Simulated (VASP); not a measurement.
Sc2Al, 6 atoms in the cell. Symmetry: P6_3/mmc, No. 194, hexagonal system. Conventional cell: a = 4.893 Å, b = 4.893 Å, c = 6.161 Å, α = 90.00°, β = 90.00°, γ = 120.00°. Within 4.1 Å of Sc (site symmetry -3m) lie 8 Sc at 3.08 to 3.22 Å and 6 Al at 3.22 Å. Sc (site symmetry -6m2) has 5 Al at 2.82 to 3.08 Å and 6 Sc at 3.22 Å within 3.7 Å. Al (site symmetry -6m2) has 11 Sc at 2.82 to 3.22 Å within 3.7 Å. 

- Program: VASP 6.6.1
- Task: single point
- Functional: PBEsol
- Potentials or basis: VASP PAW PBE potentials, release 64 (Sc_sv, Al)
- Cutoff: 520 eV
- k mesh: 12 × 12 × 6
- Occupations: fermi-dirac, width 0.2 eV
- Spin: no spin polarisation
- Dipole correction: no
- Further INCAR settings: ALGO = Fast; EDIFF = 1e-06; NBANDS = 34

Potentials or basis: VASP PAW PBE potentials, release 64 (Sc_sv, Al).

Run with:

```bash
$ cat potpaw_PBE.64/Sc_sv/POTCAR potpaw_PBE.64/Al/POTCAR > POTCAR
$ mpirun -np 1 vasp_std > vasp.out
```

Hardware: 1 thread of AMD EPYC 9R45 96-Core Processor (Zen 5) (shared host).

Estimate the wall time of this run.

It took 4.1 min on 1 thread of AMD EPYC 9R45 96-Core Processor (Zen 5), with other jobs on the host, peak memory 0.38 GiB. Counts: scf iterations 22, k points 76.
